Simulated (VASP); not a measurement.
# TaN (P6_3/mmc) in VASP: a series of runs

TaN is run at these levels: PBEsol; tasks: electric field gradients.

Program: VASP 6.6.1. These are calculated values, not measurements. Logs are shortened: lines on timing, memory, paths and dates and some standing lists are left out, and cuts for length are marked.

## (1) The cell of the first run

Symmetry: P6_3/mmc, No. 194, hexagonal system. Conventional cell: a = 3.078 Å, b = 3.078 Å, c = 4.918 Å, α = 90.00°, β = 90.00°, γ = 120.00°. Ta (site symmetry -3m) has 6 N at 2.16 Å and 2 Ta at 2.46 Å within 2.9 Å. Within 2.9 Å of N (site symmetry -6m2) lie 6 Ta at 2.16 Å.

## (2) Electric field gradients, PBEsol (equal xx and yy strain of +1 %)

Contents of INCAR:

```
PREC = Accurate
ENCUT = 520
EDIFF = 1E-8
ISMEAR = -1
SIGMA = 0.01
LREAL = F
LASPH = T
NELM = 100
ALGO = Normal
ISIF = 2
LWAVE = F
LCHARG = F
GGA = PS
LEFG = T
NBANDS = 24
```

Contents of KPOINTS:

```
Automatic mesh
0
Gamma
  11 11 6
```

Contents of POSCAR:

```
TaN
1.0
    3.0784819984      0.0000000000      0.0000000000
   -1.5392409992      2.6660436156      0.0000000000
    0.0000000000      0.0000000000      4.9180000000
Ta N
2 2
Direct
    0.0000000000      0.0000000000      0.0000000000
    0.0000000000      0.0000000000      0.5000000000
    0.3333333333      0.6666666667      0.2500000000
    0.6666666667      0.3333333333      0.7500000000
```

Potentials or basis: VASP PAW PBE potentials, release 64 (Ta_pv, N).

The run is started by

```bash
$ cat potpaw_PBE.64/Ta_pv/POTCAR potpaw_PBE.64/N/POTCAR > POTCAR
$ mpirun -np 1 vasp_std > vasp.out
```

OUTCAR:

```text
PREC = Accurate
   ENCUT = 520
   EDIFF = 1E-8
   ISMEAR = -1
   LREAL = F
   LASPH = T
   NELM = 100
   ISIF = 2
   GGA = PS

 ion  position               nearest neighbor table
   1  0.000  0.000  0.000-   3 2.16   4 2.16   3 2.16   4 2.16   4 2.16   3 2.16   2 2.46   2 2.46

   2  0.000  0.000  0.500-   3 2.16   4 2.16   3 2.16   4 2.16   4 2.16   3 2.16   1 2.46   1 2.46

   3  0.333  0.667  0.250-   1 2.16   2 2.16   1 2.16   2 2.16   1 2.16   2 2.16
   4  0.667  0.333  0.750-   1 2.16   2 2.16   1 2.16   2 2.16   1 2.16   2 2.16

  LATTYP: Found a hexagonal cell.
 ALAT       =     3.0784819984
 C/A-ratio  =     1.5975406069

  Lattice vectors:

 A1 = (   3.0784819984,   0.0000000000,   0.0000000000)
 A2 = (  -1.5392409992,   2.6660436156,   0.0000000000)
 A3 = (   0.0000000000,   0.0000000000,   4.9180000000)

Analysis of symmetry for initial positions (statically):
=====================================================================
 Subroutine PRICEL returns:
 Original cell was already a primitive cell.

 Routine SETGRP: Setting up the symmetry group for a
 hexagonal supercell.

 Subroutine GETGRP returns: Found 24 space group operations
 (whereof 12 operations were pure point group operations)
 out of a pool of 24 trial point group operations.

The static configuration has the point symmetry D_3d.
 The point group associated with its full space group is D_6h.

Analysis of symmetry for dynamics (positions and initial velocities):
=====================================================================
 Subroutine PRICEL returns:
 Original cell was already a primitive cell.

 Routine SETGRP: Setting up the symmetry group for a
 hexagonal supercell.

 Subroutine GETGRP returns: Found 24 space group operations
 (whereof 12 operations were pure point group operations)
 out of a pool of 24 trial point group operations.

The dynamic configuration has the point symmetry D_3d.
 The point group associated with its full space group is D_6h.

 Subroutine INISYM returns: Found 24 space group operations
 (whereof 12 operations are pure point group operations),
 and found     1 'primitive' translations

----------------------------------------------------------------------------------------

                                     Primitive cell

  volume of cell :      40.3638

  direct lattice vectors                    reciprocal lattice vectors
     3.078481998  0.000000000  0.000000000     0.324835422  0.187543819  0.000000000
    -1.539240999  2.666043616  0.000000000     0.000000000  0.375087637  0.000000000
     0.000000000  0.000000000  4.918000000     0.000000000  0.000000000  0.203334689

  length of vectors
     3.078481998  3.078481998  4.918000000     0.375087637  0.375087637  0.203334689

  position of ions in fractional coordinates (direct lattice)
     0.000000000  0.000000000  0.000000000
     0.000000000  0.000000000  0.500000000
     0.333333333  0.666666667  0.250000000
     0.666666667  0.333333333  0.750000000

  ion indices of the primitive-cell ions
   primitive index   ion index
                 1           1
                 2           2
                 3           3
                 4           4

----------------------------------------------------------------------------------------

 KPOINTS: Automatic mesh

Automatic generation of k-mesh.
 Grid dimensions read from file:
 generate k-points for:   11   11    6

 Generating k-lattice:

  Cartesian coordinates                     Fractional coordinates (reciprocal lattice)
     0.029530493  0.017049438  0.000000000     0.090909091  0.000000000  0.000000000
     0.000000000  0.034098876  0.000000000     0.000000000  0.090909091  0.000000000
     0.000000000  0.000000000  0.033889115     0.000000000  0.000000000  0.166666667

  Length of vectors
     0.034098876  0.034098876  0.033889115

  Shift w.r.t. Gamma in fractional coordinates (k-lattice)
     0.000000000  0.000000000  0.000000000

 Subroutine IBZKPT returns following result:
 ===========================================

 Found     64 irreducible k-points:

 Following reciprocal coordinates:
            Coordinates               Weight
  0.000000  0.000000  0.000000      1.000000
  0.090909 -0.000000  0.000000      6.000000
  0.181818 -0.000000  0.000000      6.000000
  0.272727 -0.000000  0.000000      6.000000
  0.363636 -0.000000  0.000000      6.000000
  0.454545 -0.000000  0.000000      6.000000
[... 16 lines left out ...]
  0.090909  0.090909  0.166667     12.000000
  0.181818  0.090909  0.166667     24.000000
 [... further k-points ...]
   k-points           NKPTS =     64   k-points in BZ     NKDIM =     64   number of bands    NBANDS=     24
   number of dos      NEDOS =    301   number of ions     NIONS =      4
   total plane-waves  NPLWV =  23040
   dimension x,y,z NGX =    24 NGY =   24 NGZ =   40
   dimension x,y,z NGXF=    48 NGYF=   48 NGZF=   80
   ions per type =               2   2
   NGX,Y,Z   is equivalent  to a cutoff of  12.96, 12.96, 13.52 a.u.
   NGXF,Y,Z  is equivalent  to a cutoff of  25.92, 25.92, 27.04 a.u.
 SYSTEM =  unknown system
   PREC   = accura    normal or accurate (medium, high low for compatibility)
   ISTART =      0    job   : 0-new  1-cont  2-samecut
   ICHARG =      2    charge: 1-file 2-atom 10-const
   ISPIN  =      1    spin polarized calculation?
   LNONCOLLINEAR =      F non collinear calculations
   LSORBIT =      F    spin-orbit coupling
   LASPH  =      T    aspherical Exc in radial PAW
   ENCUT  =  520.0 eV  38.22 Ry    6.18 a.u.   5.72  5.72  9.14*2*pi/ulx,y,z
   NELM   =    100;   NELMIN=  2; NELMDL= -5     # of ELM steps
   EDIFF  = 0.1E-07   stopping-criterion for ELM
   LREAL  =      F    real-space projection
   EDIFFG = 0.1E-06   stopping-criterion for IOM
   NSW    =      0    number of steps for IOM
   IBRION =     -1    ionic relax: 0-MD 1-quasi-New 2-CG
   NFREE  =      0    steps in history (QN), initial steepest desc. (CG)
   ISIF   =      2    stress and relaxation
   ISYM   =      2    0-nonsym 1-usesym 2-fastsym
   POTIM  = 0.5000    time-step for ionic-motion
   TEBEG  =    0.0;   TEEND  =   0.0 temperature during run
   PSTRESS=    0.0 pullay stress
   NELECT =      32.0000    total number of electrons
   NUPDOWN=      -1.0000    fix difference up-down
   EMIN   =  10.00;   EMAX   =-10.00  energy-range for DOS
   EFERMI =   0.00;   METHOD = LEGACY
   ISMEAR =    -1;   SIGMA  =   0.01  broadening in eV -4-tet -1-fermi 0-gaus
   EFERMI_NEDOS =   21; number of points for ismear=-14 and -15
   IALGO  =     38    algorithm
   IMIX   =      4    mixing-type and parameters
     AMIX     =   0.40;   BMIX     =  1.00
     AMIX_MAG =   1.60;   BMIX_MAG =  1.00
  volume/ion in A,a.u.               =      10.09        68.10
  Fermi-wavevector in a.u.,A,eV,Ry     =   1.515168  2.863252 31.235344  2.295733
  Thomas-Fermi vector in A             =   2.624728
   LORBIT       =      0    0 simple, 1 ext, 2 COOP (PROOUT), +10 PAW based schemes
   GGA     = PS    functional components
   LHFCALC =     F    Hartree Fock is set to
   AEXX    =    0.0000 exact exchange contribution
   IVDW    =     0    specifies the selected vdW correction
   LEPSILON=     F    determine dielectric tensor
   LRPA    =     F    only Hartree local field effects (RPA)
 non-spin polarized calculation
  energy-cutoff  :      520.00
  volume of cell :       40.36
 maximum number of plane-waves:      1100
 NGX is ok and might be reduce to    24
   NGX = 11   NGY = 11   NGZ = 19

 number of electron      32.0000003 magnetization

 Free energy of the ion-electron system (eV)
  ---------------------------------------------------
  ext. energy  EPLUGINS =         0.00000000
  ---------------------------------------------------
  free energy    TOTEN  =       -44.40594966 eV

  energy without entropy =      -44.40540713  energy(sigma->0) =      -44.40567839

 E-fermi :   9.5268     XC(G=0): -13.7892

 val. band max:        9.5207926556   @ k =   0.0909  -0.0000   0.0000
 cond. band min:       9.5279193031   @ k =   0.0909  -0.0000   0.5000
 fundamental gap:      0.0071266475
 Fermi energy:         9.5268038858

 k-point     1 :       0.0000    0.0000    0.0000
  band No.  band energies     occupation
      1     -27.6280      2.00000
      2     -25.8212      2.00000
      3     -25.8212      2.00000
      4     -25.4441      2.00000
      5     -25.4441      2.00000
      6     -24.6019      2.00000
[... 16 lines left out ...]
     23      14.5017      0.00000
     24      16.2131      0.00000

 k-point     2 :       0.0909   -0.0000    0.0000
  band No.  band energies     occupation
      1     -27.6116      2.00000
      2     -25.8927      2.00000
      3     -25.8361      2.00000
      4     -25.4983      2.00000
      5     -25.4559      2.00000
      6     -24.5956      2.00000
[... 16 lines left out ...]
     23      14.5251      0.00000
     24      16.1449      0.00000

 k-point     3 :       0.1818   -0.0000    0.0000
  band No.  band energies     occupation
      1     -27.5673      2.00000
      2     -26.0793      2.00000
      3     -25.8758      2.00000
      4     -25.6412      2.00000
      5     -25.4872      2.00000
      6     -24.5788      2.00000
[... 16 lines left out ...]
     23      15.8590      0.00000
     24      16.1061      0.00000

 k-point     4 :       0.2727   -0.0000    0.0000
  band No.  band energies     occupation
      1     -27.5086      2.00000
      2     -26.3134      2.00000
      3     -25.9272      2.00000
      4     -25.8234      2.00000
      5     -25.5279      2.00000
      6     -24.5567      2.00000
[... 16 lines left out ...]
     23      16.3149      0.00000
     24      16.3613      0.00000

 k-point     5 :       0.3636   -0.0000    0.0000
  band No.  band energies     occupation
      1     -27.4541      2.00000
      2     -26.5193      2.00000
      3     -25.9861      2.00000
      4     -25.9739      2.00000
      5     -25.5649      2.00000
      6     -24.5363      2.00000
[... 451 lines left out ...]
 k-point    22 :       0.4545   -0.0000    0.1667
  band No.  band energies     occupation
      1     -27.2538      2.00000
      2     -26.6022      2.00000
      3     -26.1205      2.00000
      4     -25.9747      2.00000
      5     -25.6157      2.00000
      6     -24.7517      2.00000
[... 16 lines left out ...]
     23      15.8038      0.00000
     24      16.4122      0.00000

 k-point    23 :       0.0909    0.0909    0.1667
  band No.  band energies     occupation
      1     -27.4096      2.00000
      2     -25.9905      2.00000
      3     -25.8428      2.00000
      4     -25.6227      2.00000
      5     -25.5077      2.00000
      6     -24.8223      2.00000
[... 16 lines left out ...]
     23      14.9962      0.00000
     24      15.5750      0.00000

 k-point    24 :       0.1818    0.0909    0.1667
  band No.  band energies     occupation
      1     -27.3594      2.00000
      2     -26.1871      2.00000
      3     -25.8986      2.00000
      4     -25.7799      2.00000
      5     -25.5530      2.00000
      6     -24.7991      2.00000
[... 16 lines left out ...]
     23      15.6441      0.00000
     24      16.0893      0.00000

 [... further k-points ...]
[... 5 lines left out ...]
  --------------------------------------------------------------------------------------
  -------------------------------------------------------------------------------------
  Total        3.5055228      3.5055228     23.9843305      0.0000000      0.0000000     -0.0000000
  in kB      139.1460832    139.1460832    952.0193789      0.0000000      0.0000000     -0.0000000
  external PRESSURE =     410.1038484 kB  Pullay stress =       0.0000000 kB

 VOLUME and BASIS-vectors are now :
 -----------------------------------------------------------------------------
  energy-cutoff  :      520.00
  volume of cell :       40.36
      direct lattice vectors                 reciprocal lattice vectors
     3.078481998  0.000000000  0.000000000     0.324835422  0.187543819  0.000000000
    -1.539240999  2.666043616  0.000000000     0.000000000  0.375087637  0.000000000
     0.000000000  0.000000000  4.918000000     0.000000000  0.000000000  0.203334689

 POSITION                                       TOTAL-FORCE (eV/Angst)
 -----------------------------------------------------------------------------------
      0.00000      0.00000      0.00000        -0.000000      0.000000      0.000000
      0.00000      0.00000      2.45900        -0.000000      0.000000      0.000000
     -0.00000      1.77736      1.22950        -0.000000      0.000000     -0.000000
      1.53924      0.88868      3.68850         0.000000     -0.000000      0.000000
 -----------------------------------------------------------------------------------
    total drift:                               -0.000000      0.000000      0.000000

  FREE ENERGIE OF THE ION-ELECTRON SYSTEM (eV)
  ---------------------------------------------------
  free  energy   TOTEN  =       -44.4059496556 eV

  energy  without entropy=      -44.4054071340  energy(sigma->0) =      -44.40567839

 Electric field gradients (V/A^2)
---------------------------------------------------------------------
 ion       V_xx      V_yy      V_zz      V_xy      V_xz      V_yz
---------------------------------------------------------------------
   1      82.709    82.709  -165.418    -0.000    -0.000     0.000
   2      82.709    82.709  -165.418    -0.000     0.000    -0.000
   3      -3.060    -3.060     6.120     0.000     0.000    -0.000
   4      -3.060    -3.060     6.120     0.000     0.000     0.000
---------------------------------------------------------------------

 Electric field gradients after diagonalization (V/A^2)
 (convention: |V_zz| > |V_xx| > |V_yy|)
----------------------------------------------------------------------
 ion       V_xx      V_yy      V_zz     asymmetry (V_yy - V_xx)/ V_zz
----------------------------------------------------------------------
   1      82.709    82.708  -165.418       0.000
   2      82.709    82.708  -165.418       0.000
   3      -3.060    -3.060     6.120       0.000
   4      -3.060    -3.060     6.120       0.000
----------------------------------------------------------------------

           NMR quadrupolar parameters

 Cq : quadrupolar parameter    Cq=e*Q*V_zz/h
 eta: asymmetry parameters     (V_yy - V_xx)/ V_zz
 Q  : nuclear electric quadrupole moment in mb (millibarn)
----------------------------------------------------------------------
 ion       Cq(MHz)       eta       Q (mb)
----------------------------------------------------------------------
   1      -0.400       0.000       1.000
   2      -0.400       0.000       1.000
   3       0.015       0.000       1.000
   4       0.015       0.000       1.000
----------------------------------------------------------------------
```

Wall time 25 s (1 thread of Intel Xeon 6975P-C (Granite Rapids), shared host); peak memory 0.19 GiB.

What came out:

```yaml
Free_energy: -44.4059 eV
Pressure: 41.0 GPa
Band_gap_on_the_k_mesh: zero (band 16 reaches 10.20 eV, above the bottom of band 17 at 7.58 eV)
```

Stress tensor (GPa, compression positive):
```
13.91  0.00  0.00
 0.00 13.91  0.00
 0.00  0.00 95.20
```

Electric field gradients, principal values (V/Å²):
| atom | least | middle | greatest (by size) |
| --- | --- | --- | --- |
| 1 Ta | 82.708 | 82.709 | -165.418 |
| 2 Ta | 82.708 | 82.709 | -165.418 |
| 3 N | -3.060 | -3.060 | 6.120 |
| 4 N | -3.060 | -3.060 | 6.120 |

Caveat: the cell differs from its parent crystal (equal xx and yy strain of +1 %); without QUAD_EFG the Cq values of the log hold for a quadrupole moment of 1 mb, not for the nuclei; the PAW data sets were made with another functional, which shifts forces and pressure a little; spin-orbit coupling is left out, which moves the levels of the heavy elements.

[end of part 1 of 2]
